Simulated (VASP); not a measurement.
A run of VASP 6.6.1:

The input INCAR:

```
ALGO = Normal
EDIFF = 1E-7
ENCUT = 520
GGA = PE
ISIF = 2
ISMEAR = 0
LASPH = T
LCHARG = F
LREAL = F
LWAVE = F
NBANDS = 21
NELM = 100
PREC = Accurate
SIGMA = 0.1
```

Contents of KPOINTS:

```
k-points
0
Gamma
  4 4 4
```

File POSCAR:

```
TeF
1.0
    0.0000000000      3.6753395600      3.6753395600
    3.6753395600      0.0000000000      3.6753395600
    3.6753395600      3.6753395600      0.0000000000
Te F
2 2
Direct
    0.7500000000      0.7500000000      0.7500000000
    0.5000000000      0.5000000000      0.5000000000
    0.2500000000      0.2500000000      0.2500000000
    0.0000000000      0.0000000000      0.0000000000
```

Potentials or basis: VASP PAW PBE potentials, release 64 (Te, F).

Command:

```bash
$ cat potpaw_PBE.64/Te/POTCAR potpaw_PBE.64/F/POTCAR > POTCAR
$ mpirun -np 1 vasp_std > vasp.out
```

Hardware: 1 thread of Intel(R) Xeon(R) Platinum 8481C CPU @ 2.70GHz (Sapphire Rapids), on a shared host.

Estimate the wall time of this run.

It took 15 s on 1 thread of Intel(R) Xeon(R) Platinum 8481C CPU @ 2.70GHz (Sapphire Rapids), on a shared host, peak memory 0.24 GiB. Counts: scf iterations 22, k points 8.
